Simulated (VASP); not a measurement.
# CdTe (F-43m) in VASP: a series of runs

CdTe is run at these levels: PBE; tasks: relaxation of cell and atoms.

All numbers are computed with VASP 6.6.1; they aren't measurements. Logs are shortened: lines on timing, memory, paths and dates and some standing lists are left out, and cuts for length are marked.

### Step 1. The cell of the first run

It takes space group F-43m (No. 216, cubic). The conventional cell has a = 6.410 Å, b = 6.410 Å, c = 6.410 Å, α = 90.00°, β = 90.00°, γ = 90.00°. Cd (site symmetry -43m) has 4 Te at 2.78 Å within 3.7 Å. Te (site symmetry -43m) has 4 Cd at 2.78 Å within 3.7 Å.

### Step 2. Relaxation of cell and atoms, PBE

INCAR reads:

```
PREC = Accurate
ENCUT = 500
EDIFF = 1E-7
ISMEAR = 0
SIGMA = 0.01
LREAL = F
LASPH = T
NELM = 120
ALGO = Normal
ISIF = 3
LWAVE = F
LCHARG = F
GGA = PE
IBRION = 2
NSW = 50
EDIFFG = -0.01
GGA_COMPAT = F
NELMIN = 4
```

KPOINTS reads:

```
regular mesh
0
Gamma
  6 6 6
```

POSCAR reads:

```
CdTe
1.0
    0.0000000000      3.2050000000      3.2050000000
    3.2050000000      0.0000000000      3.2050000000
    3.2050000000      3.2050000000      0.0000000000
Cd Te
1 1
Direct
    0.0000000000      0.0000000000      0.0000000000
    0.7500000000      0.7500000000      0.7500000000
```

Potentials or basis: VASP PAW PBE potentials, release 64 (Cd, Te).

Launch:

```bash
$ cat potpaw_PBE.64/Cd/POTCAR potpaw_PBE.64/Te/POTCAR > POTCAR
$ mpirun -np 1 vasp_std > vasp.out
```

OUTCAR:

```text
PREC = Accurate
   ENCUT = 500
   EDIFF = 1E-7
   ISMEAR = 0
   LREAL = F
   LASPH = T
   NELM = 120
   ISIF = 3
   GGA = PE
   IBRION = 2
   NSW = 50
   EDIFFG = -0.01
   NELMIN = 4

 ion  position               nearest neighbor table
   1  0.000  0.000  0.000-   2 2.78   2 2.78   2 2.78   2 2.78
   2  0.750  0.750  0.750-   1 2.78   1 2.78   1 2.78   1 2.78

  LATTYP: Found a face centered cubic cell.
 ALAT       =     6.4100000000

  Lattice vectors:

 A1 = (   0.0000000000,   3.2050000000,   3.2050000000)
 A2 = (   3.2050000000,   0.0000000000,   3.2050000000)
 A3 = (   3.2050000000,   3.2050000000,   0.0000000000)

Analysis of symmetry for initial positions (statically):
=====================================================================
 Subroutine PRICEL returns:
 Original cell was already a primitive cell.

 Routine SETGRP: Setting up the symmetry group for a
 face centered cubic supercell.

 Subroutine GETGRP returns: Found 24 space group operations
 (whereof 24 operations were pure point group operations)
 out of a pool of 48 trial point group operations.

The static configuration has the point symmetry T_d .

Analysis of symmetry for dynamics (positions and initial velocities):
=====================================================================
 Subroutine PRICEL returns:
 Original cell was already a primitive cell.

 Routine SETGRP: Setting up the symmetry group for a
 face centered cubic supercell.

 Subroutine GETGRP returns: Found 24 space group operations
 (whereof 24 operations were pure point group operations)
 out of a pool of 48 trial point group operations.

The dynamic configuration has the point symmetry T_d .

 Subroutine INISYM returns: Found 24 space group operations
 (whereof 24 operations are pure point group operations),
 and found     1 'primitive' translations

----------------------------------------------------------------------------------------

                                     Primitive cell

  volume of cell :      65.8437

  direct lattice vectors                    reciprocal lattice vectors
     0.000000000  3.205000000  3.205000000    -0.156006240  0.156006240  0.156006240
     3.205000000  0.000000000  3.205000000     0.156006240 -0.156006240  0.156006240
     3.205000000  3.205000000  0.000000000     0.156006240  0.156006240 -0.156006240

  length of vectors
[... 65 lines left out ...]
   ISTART =      0    job   : 0-new  1-cont  2-samecut
   ICHARG =      2    charge: 1-file 2-atom 10-const
   ISPIN  =      1    spin polarized calculation?
   LNONCOLLINEAR =      F non collinear calculations
   LSORBIT =      F    spin-orbit coupling
   LASPH  =      T    aspherical Exc in radial PAW
   ENCUT  =  500.0 eV  36.75 Ry    6.06 a.u.   8.26  8.26  8.26*2*pi/ulx,y,z
   NELM   =    120;   NELMIN=  4; NELMDL= -5     # of ELM steps
   EDIFF  = 0.1E-06   stopping-criterion for ELM
   LREAL  =      F    real-space projection
   EDIFFG = -.1E-01   stopping-criterion for IOM
   NSW    =     50    number of steps for IOM
   IBRION =      2    ionic relax: 0-MD 1-quasi-New 2-CG
   NFREE  =      1    steps in history (QN), initial steepest desc. (CG)
   ISIF   =      3    stress and relaxation
   ISYM   =      2    0-nonsym 1-usesym 2-fastsym
   POTIM  = 0.5000    time-step for ionic-motion
   TEBEG  =    0.0;   TEEND  =   0.0 temperature during run
   PSTRESS=    0.0 pullay stress
   NELECT =      18.0000    total number of electrons
   NUPDOWN=      -1.0000    fix difference up-down
   EMIN   =  10.00;   EMAX   =-10.00  energy-range for DOS
   EFERMI =   0.00;   METHOD = LEGACY
   ISMEAR =     0;   SIGMA  =   0.01  broadening in eV -4-tet -1-fermi 0-gaus
   EFERMI_NEDOS =   21; number of points for ismear=-14 and -15
   IALGO  =     38    algorithm
   IMIX   =      4    mixing-type and parameters
     AMIX     =   0.40;   BMIX     =  1.00
     AMIX_MAG =   1.60;   BMIX_MAG =  1.00
  volume/ion in A,a.u.               =      32.92       222.17
  Fermi-wavevector in a.u.,A,eV,Ry     =   1.062497  2.007828 15.359610  1.128899
  Thomas-Fermi vector in A             =   2.197950
   LORBIT       =      0    0 simple, 1 ext, 2 COOP (PROOUT), +10 PAW based schemes
   GGA     = PE    functional components
   LHFCALC =     F    Hartree Fock is set to
   AEXX    =    0.0000 exact exchange contribution
   IVDW    =     0    specifies the selected vdW correction
   LEPSILON=     F    determine dielectric tensor
   LRPA    =     F    only Hartree local field effects (RPA)
 conjugate gradient relaxation of ions
 non-spin polarized calculation
 Gauss-broadening in eV      SIGMA  =   0.01
  energy-cutoff  :      500.00
  volume of cell :       65.84
 maximum number of plane-waves:      1687
 NGX is ok and might be reduce to    36
   NGX = 17   NGY = 17   NGZ = 17

--------------------------------------- Ionic step        1  -------------------------------------------

 number of electron      17.9999995 magnetization

 Free energy of the ion-electron system (eV)
  ---------------------------------------------------
  ext. energy  EPLUGINS =         0.00000000
  ---------------------------------------------------
  free energy    TOTEN  =        -4.72106101 eV

  energy without entropy =       -4.72106101  energy(sigma->0) =       -4.72106101

------------------------ aborting loop because EDIFF is reached ----------------------------------------

  FORCE on cell =-STRESS in cart. coord.  units (eV):
  Direction    XX          YY          ZZ          XY          YZ          ZX
  --------------------------------------------------------------------------------------
  -------------------------------------------------------------------------------------
  Total        1.8116784      1.8116784      1.8116784     -0.0000000      0.0000000      0.0000000
  in kB       44.0836535     44.0836535     44.0836535     -0.0000000      0.0000000      0.0000000
  external PRESSURE =      44.0836535 kB  Pullay stress =       0.0000000 kB
[... 59 lines left out ...]
--------------------------------------- Ionic step        3  -------------------------------------------

 number of electron      18.0000006 magnetization

 Free energy of the ion-electron system (eV)
  ---------------------------------------------------
  ext. energy  EPLUGINS =         0.00000000
  ---------------------------------------------------
  free energy    TOTEN  =        -4.80621041 eV

  energy without entropy =       -4.80621041  energy(sigma->0) =       -4.80621041

 E-fermi :   1.8731     XC(G=0):  -8.2998

 val. band max:        1.7870173518   @ k =   0.0000   0.0000   0.0000
 cond. band min:       2.3628837687   @ k =   0.0000   0.0000   0.0000
 fundamental gap:      0.5758664169
 Fermi energy:         1.8731492530

 k-point     1 :       0.0000    0.0000    0.0000
  band No.  band energies     occupation
      1      -9.0377      2.00000
      2      -6.3029      2.00000
      3      -6.3029      2.00000
      4      -6.3029      2.00000
      5      -6.0875      2.00000
      6      -6.0875      2.00000
      7       1.7870      2.00000
      8       1.7870      2.00000
      9       1.7870      2.00000
     10       2.3629      0.00000
     11       6.4242      0.00000
     12       6.4242      0.00000
     13       6.4242      0.00000
[... 267 lines left out ...]
  FREE ENERGIE OF THE ION-ELECTRON SYSTEM (eV)
  ---------------------------------------------------
  free  energy   TOTEN  =        -4.8062104127 eV

  energy  without entropy=       -4.8062104127  energy(sigma->0) =       -4.80621041

 reached required accuracy - stopping structural energy minimisation
```

Wall time 34 s (1 thread of Intel Xeon Platinum 8375C at 2.90GHz (Ice Lake), shared host); peak memory 0.22 GiB.

Results:

```
Free energy                           : -4.8062 eV
Relaxed volume                        : 36.30 Å³/atom
Relaxed cell                          : a = 4.682 Å, b = 4.682 Å, c = 4.682 Å, α = 60.00°, β = 60.00°, γ = 60.00°
Space group after relaxing (to 0.1 Å) : F-43m (No. 216)
Energy gained by relaxing             : 42.6 meV/atom
Ionic steps                           : 3
Pressure after relaxing               : 0.0 GPa
Band gap on the k mesh                : 0.58 eV
```

Step by step:
```
step  energy change (eV)  largest force (eV/Å)  pressure (GPa)  volume (Å³)
   1              0.0000                0.0000            4.41        65.84
   2             -0.0779                0.0000           -1.01        74.86
   3             -0.0851                0.0000            0.02        72.59
```

Final structure:
```cif
data_structure
_symmetry_space_group_name_H-M 'P 1'
_symmetry_Int_Tables_number 1
_cell_length_a 4.6824
_cell_length_b 4.6824
_cell_length_c 4.6824
_cell_angle_alpha 60.000
_cell_angle_beta 60.000
_cell_angle_gamma 60.000
_cell_volume 72.59
loop_
_atom_site_label
_atom_site_type_symbol
_atom_site_fract_x
_atom_site_fract_y
_atom_site_fract_z
_atom_site_occupancy
Cd1 Cd 0.00000 0.00000 0.00000 1
Te1 Te 0.75000 0.75000 0.75000 1
```

Caveat: spin-orbit coupling is left out, which moves the levels of the heavy elements. Zero-point motion and thermal expansion aren't in these numbers.

### Step 3. Relaxation of cell and atoms, PBE, target pressure 10 GPa, at which the enthalpy is minimised

INCAR reads:

```
SYSTEM = CdTe
PREC = Accurate
ENCUT = 500
EDIFF = 1E-7
ISMEAR = 0
SIGMA = 0.01
LREAL = .FALSE.
LASPH = .TRUE.
NELM = 120
ALGO = Normal
ISIF = 3
LWAVE = .FALSE.
LCHARG = .FALSE.
GGA = PE
IBRION = 2
NSW = 50
EDIFFG = -0.01
PSTRESS = 100.0
GGA_COMPAT = .FALSE.
NELMIN = 4
```

KPOINTS reads:

```
regular mesh
0
G
  6 6 6
  0 0 0
```

POSCAR is that of step 2.

Potentials or basis: VASP PAW PBE potentials, release 64 (Cd, Te).

Launch:

```bash
$ cat potpaw_PBE.64/Cd/POTCAR potpaw_PBE.64/Te/POTCAR > POTCAR
$ mpirun -np 1 vasp_std > vasp.out
```

OUTCAR:

```text
SYSTEM = CdTe
   PREC = Accurate
   ENCUT = 500
   EDIFF = 1E-7
   ISMEAR = 0
   LREAL = .FALSE.
   LASPH = .TRUE.
   NELM = 120
   ISIF = 3
   GGA = PE
   IBRION = 2
   NSW = 50
   EDIFFG = -0.01
   PSTRESS = 100.0
   NELMIN = 4

 ion  position               nearest neighbor table
   1  0.000  0.000  0.000-   2 2.78   2 2.78   2 2.78   2 2.78
   2  0.750  0.750  0.750-   1 2.78   1 2.78   1 2.78   1 2.78

  LATTYP: Found a face centered cubic cell.
 ALAT       =     6.4100000000

  Lattice vectors:

 A1 = (   0.0000000000,   3.2050000000,   3.2050000000)
 A2 = (   3.2050000000,   0.0000000000,   3.2050000000)
[... 175 lines left out ...]
  --------------------------------------------------------------------------------------
  -------------------------------------------------------------------------------------
  Total        1.8116784      1.8116784      1.8116784     -0.0000000      0.0000000      0.0000000
  in kB       44.0836535     44.0836535     44.0836535     -0.0000000      0.0000000      0.0000000
  external PRESSURE =     -55.9163465 kB  Pullay stress =     100.0000000 kB
[... 101 lines left out ...]
--------------------------------------- Ionic step        4  -------------------------------------------

 number of electron      18.0000001 magnetization

 Free energy of the ion-electron system (eV)
  ---------------------------------------------------
  ext. energy  EPLUGINS =         0.00000000
  ---------------------------------------------------
  free energy    TOTEN  =        -4.48617761 eV

  energy without entropy =       -4.48617761  energy(sigma->0) =       -4.48617761

 E-fermi :   3.6152     XC(G=0):  -9.1178

 val. band max:        3.5136220279   @ k =   0.0000   0.0000   0.0000
 cond. band min:       4.6535141368   @ k =   0.0000   0.0000   0.0000
 fundamental gap:      1.1398921089
 Fermi energy:         3.6151810099

 k-point     1 :       0.0000    0.0000    0.0000
  band No.  band energies     occupation
      1      -8.4146      2.00000
      2      -5.2660      2.00000
      3      -5.2660      2.00000
      4      -5.2660      2.00000
      5      -4.9075      2.00000
      6      -4.9075      2.00000
      7       3.5136      2.00000
      8       3.5136      2.00000
      9       3.5136      2.00000
     10       4.6535      0.00000
     11       8.0023      0.00000
     12       8.0023      0.00000
     13       8.0023      0.00000
[... 271 lines left out ...]
  energy  without entropy=       -4.4861776133  energy(sigma->0) =       -4.48617761

  enthalpy is  TOTEN    =        -0.7113724721 eV   P V=        3.7748051412

 reached required accuracy - stopping structural energy minimisation
```

OSZICAR:

```text
N       E                     dE             d eps       ncg     rms          rms(c)
DAV:   1     0.103357627633E+03    0.10336E+03   -0.83277E+03   424   0.117E+03
DAV:   2    -0.750238270756E+00   -0.10411E+03   -0.10018E+03   451   0.278E+02
DAV:   3    -0.491218843228E+01   -0.41620E+01   -0.41517E+01   526   0.580E+01
[... 43 lines left out ...]
DAV:   3    -0.448618075669E+01    0.41942E-04   -0.10313E-04   446   0.118E-01    0.474E-02
DAV:   4    -0.448617709056E+01    0.36661E-05   -0.14391E-05   451   0.338E-02    0.700E-03
DAV:   5    -0.448617732375E+01   -0.23318E-06   -0.15768E-06   441   0.182E-02    0.569E-03
DAV:   6    -0.448617765667E+01   -0.33292E-06   -0.37997E-07   421   0.651E-03    0.136E-03
DAV:   7    -0.448617761332E+01    0.43351E-07   -0.38385E-08   208   0.287E-03
   4 F= -.71137247E+00 E0= -.71137247E+00  d E =-.999490E-01
```

Run time: 44 s. Hardware: 1 thread of Intel Xeon Platinum 8375C at 2.90GHz (Ice Lake), shared host; peak memory 0.22 GiB.

What came out:

- Free energy: -4.4862 eV
- Relaxed volume: 30.24 Å³/atom
- Relaxed cell: a = 4.406 Å, b = 4.406 Å, c = 4.406 Å, α = 60.00°, β = 60.00°, γ = 60.00°
- Space group after relaxing (to 0.1 Å): F-43m (No. 216)
- Energy change on relaxing (the run minimises the enthalpy): +117.4 meV/atom
- Ionic steps: 4
- Pressure after relaxing: 10.0 GPa
- Band gap on the k mesh: 1.14 eV

The path:
| step | energy change (eV) | largest force (eV/Å) | pressure (GPa) | volume (Å³) |
| --- | --- | --- | --- | --- |
| 1 | 0.0000 | 0.0000 | 4.41 | 65.84 |
| 2 | 0.6632 | 0.0000 | 18.05 | 55.49 |
| 3 | 0.2285 | 0.0000 | 9.90 | 60.58 |
| 4 | 0.2349 | 0.0000 | 10.03 | 60.48 |

Final structure:
```
Cd Te
1.0
     0.00000    3.11548    3.11548
     3.11548    0.00000    3.11548
     3.11548    3.11548    0.00000
Cd Te
1 1
Direct
  0.00000 0.00000 0.00000
  0.75000 0.75000 0.75000
```

Caveat: the cell is relaxed towards a set pressure, so the run minimises the enthalpy, not the energy; spin-orbit coupling is left out, which moves the levels of the heavy elements. A hybrid or GW would open this gap; PBE tends to underestimate it.

[end of part 1 of 4]
